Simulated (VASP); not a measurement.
# BePd in VASP: notebook

Runs on BePd. Level: LDA. Tasks: relaxation of cell and atoms, single point.

Program: VASP 6.6.1. These are calculated values, not measurements. Logs are shortened: lines on timing, memory, paths and dates and some standing lists are left out, and cuts for length are marked.

### 1 The cell of the first run

It takes space group Pm-3m (No. 221, cubic). The conventional cell has a = 2.813 Å, b = 2.813 Å, c = 2.813 Å, α = 90.00°, β = 90.00°, γ = 90.00°. Within 3.2 Å of Be (site symmetry m-3m) lie 8 Pd at 2.44 Å and 6 Be at 2.81 Å. Within 3.2 Å of Pd (site symmetry m-3m) lie 8 Be at 2.44 Å and 6 Pd at 2.81 Å.

### 2 Relaxation of cell and atoms, LDA

INCAR

```
PREC = Accurate ; ENCUT = 600
EDIFF = 1E-6 ; ISMEAR = -1
SIGMA = 0.05 ; LREAL = False
LASPH = True ; NELM = 60
ALGO = Normal ; ISIF = 3
LWAVE = False ; LCHARG = False
GGA = CA ; IBRION = 2
NSW = 100 ; EDIFFG = -0.05
ISYM = 0
```

KPOINTS

```
Automatic mesh
0
Gamma
  12 12 12
```

POSCAR

```
BePd
1.0
    2.8130000000      0.0000000000      0.0000000000
    0.0000000000      2.8130000000      0.0000000000
    0.0000000000      0.0000000000      2.8130000000
Be Pd
1 1
Direct
    0.0000000000      0.0000000000      0.0000000000
    0.5000000000      0.5000000000      0.5000000000
```

Potentials or basis: VASP PAW LDA potentials, release 64 (Be, Pd).

Command:

```sh
> cat potpaw_LDA.64/Be/POTCAR potpaw_LDA.64/Pd/POTCAR > POTCAR
> mpirun -np 1 vasp_std > vasp.out
```

OUTCAR:

```text
PREC = Accurate
   ENCUT = 600
   EDIFF = 1E-6
   ISMEAR = -1
   LREAL = False
   LASPH = True
   NELM = 60
   ISIF = 3
   GGA = CA
   IBRION = 2
   NSW = 100
   EDIFFG = -0.05
   ISYM = 0

 ion  position               nearest neighbor table
   1  0.000  0.000  0.000-   2 2.44   2 2.44   2 2.44   2 2.44   2 2.44   2 2.44   2 2.44   2 2.44

   2  0.500  0.500  0.500-   1 2.44   1 2.44   1 2.44   1 2.44   1 2.44   1 2.44   1 2.44   1 2.44

IMPORTANT INFORMATION: All symmetrisations will be switched off!
NOSYMM: (Re-)initialisation of all symmetry stuff for point group C_1.

----------------------------------------------------------------------------------------

                                     Primitive cell

  volume of cell :      22.2592

  direct lattice vectors                    reciprocal lattice vectors
     2.813000000  0.000000000  0.000000000     0.355492357  0.000000000  0.000000000
     0.000000000  2.813000000  0.000000000     0.000000000  0.355492357  0.000000000
     0.000000000  0.000000000  2.813000000     0.000000000  0.000000000  0.355492357

  length of vectors
     2.813000000  2.813000000  2.813000000     0.355492357  0.355492357  0.355492357

  position of ions in fractional coordinates (direct lattice)
     0.000000000  0.000000000  0.000000000
     0.500000000  0.500000000  0.500000000

  ion indices of the primitive-cell ions
   primitive index   ion index
                 1           1
                 2           2

----------------------------------------------------------------------------------------

 KPOINTS: Automatic mesh

Automatic generation of k-mesh.
 Grid dimensions read from file:
 generate k-points for:   12   12   12

 Generating k-lattice:

  Cartesian coordinates                     Fractional coordinates (reciprocal lattice)
     0.029624363  0.000000000  0.000000000     0.083333333  0.000000000  0.000000000
     0.000000000  0.029624363  0.000000000     0.000000000  0.083333333  0.000000000
     0.000000000  0.000000000  0.029624363     0.000000000  0.000000000  0.083333333

  Length of vectors
     0.029624363  0.029624363  0.029624363

  Shift w.r.t. Gamma in fractional coordinates (k-lattice)
     0.000000000  0.000000000  0.000000000

 Subroutine IBZKPT returns following result:
 ===========================================

 Found    868 irreducible k-points:

 Following reciprocal coordinates:
            Coordinates               Weight
  0.000000  0.000000  0.000000      1.000000
  0.083333  0.000000  0.000000      2.000000
  0.000000  0.083333  0.000000      2.000000
  0.000000  0.000000  0.083333      2.000000
  0.166667  0.000000  0.000000      2.000000
  0.000000  0.166667  0.000000      2.000000
[... 16 lines left out ...]
 -0.083333  0.083333  0.000000      2.000000
 -0.083333  0.000000  0.083333      2.000000
 [... further k-points ...]
   k-points           NKPTS =    868   k-points in BZ     NKDIM =    868   number of bands    NBANDS=     10
   number of dos      NEDOS =    301   number of ions     NIONS =      2
   total plane-waves  NPLWV =  13824
   dimension x,y,z NGX =    24 NGY =   24 NGZ =   24
   dimension x,y,z NGXF=    48 NGYF=   48 NGZF=   48
   ions per type =               1   1
   NGX,Y,Z   is equivalent  to a cutoff of  14.18, 14.18, 14.18 a.u.
   NGXF,Y,Z  is equivalent  to a cutoff of  28.37, 28.37, 28.37 a.u.
 SYSTEM =  unknown system
   PREC   = accura    normal or accurate (medium, high low for compatibility)
   ISTART =      0    job   : 0-new  1-cont  2-samecut
   ICHARG =      2    charge: 1-file 2-atom 10-const
   ISPIN  =      1    spin polarized calculation?
   LNONCOLLINEAR =      F non collinear calculations
   LSORBIT =      F    spin-orbit coupling
   LASPH  =      T    aspherical Exc in radial PAW
   ENCUT  =  600.0 eV  44.10 Ry    6.64 a.u.   5.62  5.62  5.62*2*pi/ulx,y,z
   NELM   =     60;   NELMIN=  2; NELMDL= -5     # of ELM steps
   EDIFF  = 0.1E-05   stopping-criterion for ELM
   LREAL  =      F    real-space projection
   EDIFFG = -.5E-01   stopping-criterion for IOM
   NSW    =    100    number of steps for IOM
   IBRION =      2    ionic relax: 0-MD 1-quasi-New 2-CG
   NFREE  =      1    steps in history (QN), initial steepest desc. (CG)
   ISIF   =      3    stress and relaxation
   ISYM   =      0    0-nonsym 1-usesym 2-fastsym
   POTIM  = 0.5000    time-step for ionic-motion
   TEBEG  =    0.0;   TEEND  =   0.0 temperature during run
   PSTRESS=    0.0 pullay stress
   NELECT =      12.0000    total number of electrons
   NUPDOWN=      -1.0000    fix difference up-down
   EMIN   =  10.00;   EMAX   =-10.00  energy-range for DOS
   EFERMI =   0.00;   METHOD = LEGACY
   ISMEAR =    -1;   SIGMA  =   0.05  broadening in eV -4-tet -1-fermi 0-gaus
   EFERMI_NEDOS =   21; number of points for ismear=-14 and -15
   IALGO  =     38    algorithm
   IMIX   =      4    mixing-type and parameters
     AMIX     =   0.40;   BMIX     =  1.00
     AMIX_MAG =   1.60;   BMIX_MAG =  1.00
  volume/ion in A,a.u.               =      11.13        75.11
  Fermi-wavevector in a.u.,A,eV,Ry     =   1.332393  2.517857 24.154012  1.775270
  Thomas-Fermi vector in A             =   2.461331
   LORBIT       =      0    0 simple, 1 ext, 2 COOP (PROOUT), +10 PAW based schemes
   GGA     = CA    functional components
   LHFCALC =     F    Hartree Fock is set to
   AEXX    =    0.0000 exact exchange contribution
   IVDW    =     0    specifies the selected vdW correction
   LEPSILON=     F    determine dielectric tensor
   LRPA    =     F    only Hartree local field effects (RPA)
 conjugate gradient relaxation of ions
 non-spin polarized calculation
  energy-cutoff  :      600.00
  volume of cell :       22.26
 maximum number of plane-waves:       768
   NGX = 11   NGY = 11   NGZ = 11

--------------------------------------- Ionic step        1  -------------------------------------------

 number of electron      12.0000003 magnetization

 Free energy of the ion-electron system (eV)
  ---------------------------------------------------
  ext. energy  EPLUGINS =         0.00000000
  ---------------------------------------------------
  free energy    TOTEN  =       -11.93299684 eV

  energy without entropy =      -11.92491927  energy(sigma->0) =      -11.92895806

 E-fermi :   9.7029     XC(G=0): -12.5821

 val. band max:        9.6956562302   @ k =  -0.4167  -0.0833   0.4167
 cond. band min:       9.7197844831   @ k =   0.5000   0.5000   0.1667
 fundamental gap:      0.0241282529
 Fermi energy:         9.7029325649

 k-point     1 :       0.0000    0.0000    0.0000
  band No.  band energies     occupation
      1       0.0644      2.00000
      2       4.0908      2.00000
      3       4.0908      2.00000
      4       7.3730      2.00000
      5       7.3730      2.00000
      6       7.3730      2.00000
      7      14.9890      0.00000
      8      14.9890      0.00000
      9      14.9890      0.00000
     10      24.0971      0.00000

 k-point     2 :       0.0833    0.0000    0.0000
  band No.  band energies     occupation
      1       0.1975      2.00000
      2       4.1210      2.00000
      3       4.1608      2.00000
      4       7.2395      2.00000
      5       7.2395      2.00000
      6       7.3824      2.00000
      7      14.4945      0.00000
      8      15.2434      0.00000
      9      15.2434      0.00000
     10      23.8690      0.00000

 k-point     3 :       0.0000    0.0833    0.0000
  band No.  band energies     occupation
      1       0.1975      2.00000
      2       4.1210      2.00000
      3       4.1608      2.00000
      4       7.2395      2.00000
      5       7.2395      2.00000
      6       7.3824      2.00000
      7      14.4945      0.00000
      8      15.2434      0.00000
      9      15.2434      0.00000
     10      23.8690      0.00000
[... 322 lines left out ...]
 VOLUME and BASIS-vectors are now :
 -----------------------------------------------------------------------------
  energy-cutoff  :      600.00
  volume of cell :       20.64
      direct lattice vectors                 reciprocal lattice vectors
     2.743238187 -0.000000006 -0.000000005     0.364532692  0.000000001  0.000000001
    -0.000000005  2.743238183  0.000000010     0.000000001  0.364532692 -0.000000001
    -0.000000005  0.000000010  2.743238187     0.000000001 -0.000000001  0.364532692

 POSITION                                       TOTAL-FORCE (eV/Angst)
 -----------------------------------------------------------------------------------
      2.74324      0.00000      2.74324         0.000000      0.000000      0.000000
      1.37162      1.37162      1.37162        -0.000000     -0.000000     -0.000000
 -----------------------------------------------------------------------------------
    total drift:                               -0.000000      0.000000     -0.000000

  FREE ENERGIE OF THE ION-ELECTRON SYSTEM (eV)
  ---------------------------------------------------
  free  energy   TOTEN  =       -11.9359569244 eV

  energy  without entropy=      -11.9280998075  energy(sigma->0) =      -11.93202837

--------------------------------------- Ionic step        3  -------------------------------------------

 number of electron      12.0000004 magnetization

 Free energy of the ion-electron system (eV)
  ---------------------------------------------------
  ext. energy  EPLUGINS =         0.00000000
  ---------------------------------------------------
  free energy    TOTEN  =       -11.95377517 eV

  energy without entropy =      -11.94566141  energy(sigma->0) =      -11.94971829

 E-fermi :  10.3075     XC(G=0): -12.7880

 val. band max:       10.3065337629   @ k =   0.0833   0.5000   0.0833
 cond. band min:      10.3126888843   @ k =   0.5000   0.0000   0.0000
 fundamental gap:      0.0061551214
 Fermi energy:        10.3075344681

 k-point     1 :       0.0000    0.0000    0.0000
  band No.  band energies     occupation
      1       0.3599      2.00000
      2       4.3880      2.00000
      3       4.3880      2.00000
      4       7.8863      2.00000
      5       7.8863      2.00000
      6       7.8863      2.00000
      7      15.6436      0.00000
      8      15.6436      0.00000
      9      15.6436      0.00000
     10      25.0001      0.00000

 k-point     2 :       0.0833    0.0000    0.0000
  band No.  band energies     occupation
      1       0.4968      2.00000
      2       4.4201      2.00000
      3       4.4632      2.00000
      4       7.7428      2.00000
      5       7.7428      2.00000
      6       7.8964      2.00000
      7      15.1488      0.00000
      8      15.9109      0.00000
      9      15.9109      0.00000
     10      24.7417      0.00000

 k-point     3 :       0.0000    0.0833    0.0000
  band No.  band energies     occupation
      1       0.4968      2.00000
      2       4.4201      2.00000
      3       4.4632      2.00000
      4       7.7428      2.00000
      5       7.7428      2.00000
      6       7.8964      2.00000
      7      15.1488      0.00000
      8      15.9109      0.00000
      9      15.9109      0.00000
     10      24.7417      0.00000
[... 286 lines left out ...]
 VOLUME and BASIS-vectors are now :
 -----------------------------------------------------------------------------
  energy-cutoff  :      600.00
  volume of cell :       21.40
      direct lattice vectors                 reciprocal lattice vectors
     2.776191039 -0.000000003 -0.000000003     0.360205759  0.000000000  0.000000000
    -0.000000002  2.776191037  0.000000005     0.000000000  0.360205759 -0.000000001
    -0.000000003  0.000000005  2.776191039     0.000000000 -0.000000001  0.360205759

 POSITION                                       TOTAL-FORCE (eV/Angst)
 -----------------------------------------------------------------------------------
      2.77619      0.00000      2.77619        -0.000000     -0.000000      0.000000
      1.38810      1.38810      1.38810         0.000000      0.000000     -0.000000
 -----------------------------------------------------------------------------------
    total drift:                               -0.000000     -0.000000     -0.000000

  FREE ENERGIE OF THE ION-ELECTRON SYSTEM (eV)
  ---------------------------------------------------
  free  energy   TOTEN  =       -11.9537751678 eV

  energy  without entropy=      -11.9456614104  energy(sigma->0) =      -11.94971829

 reached required accuracy - stopping structural energy minimisation
```

Run time: 92 s. Hardware: 1 thread of Intel Xeon 6975P-C (Granite Rapids), shared host; peak memory 0.39 GiB.

What came out:

* Free energy: -11.9538 eV
* Relaxed volume: 10.70 Å³/atom
* Relaxed cell: a = 2.776 Å, b = 2.776 Å, c = 2.776 Å, α = 90.00°, β = 90.00°, γ = 90.00°
* Space group after relaxing (to 0.1 Å): Pm-3m (No. 221)
* Energy gained by relaxing: 10.4 meV/atom
* Ionic steps: 3
* Pressure after relaxing: 0.0 GPa
* Band gap on the k mesh: zero (bands 6 and 7 overlap by 6.26 eV)

The path:
```csv
step,energy change (eV),largest force (eV/Å),pressure (GPa),volume (Å³)
1,0.0000,0.0000,-7.40,22.26
2,-0.0030,0.0000,7.89,20.64
3,-0.0208,0.0000,-0.03,21.40
```

Final structure:
```
CELL_PARAMETERS angstrom
2.77619 0.00000 0.00000
0.00000 2.77619 0.00000
0.00000 0.00000 2.77619
ATOMIC_POSITIONS crystal
Be 0.00000 0.00000 0.00000
Pd 0.50000 0.50000 0.50000
```

(Part 1 of 3 ends here.)
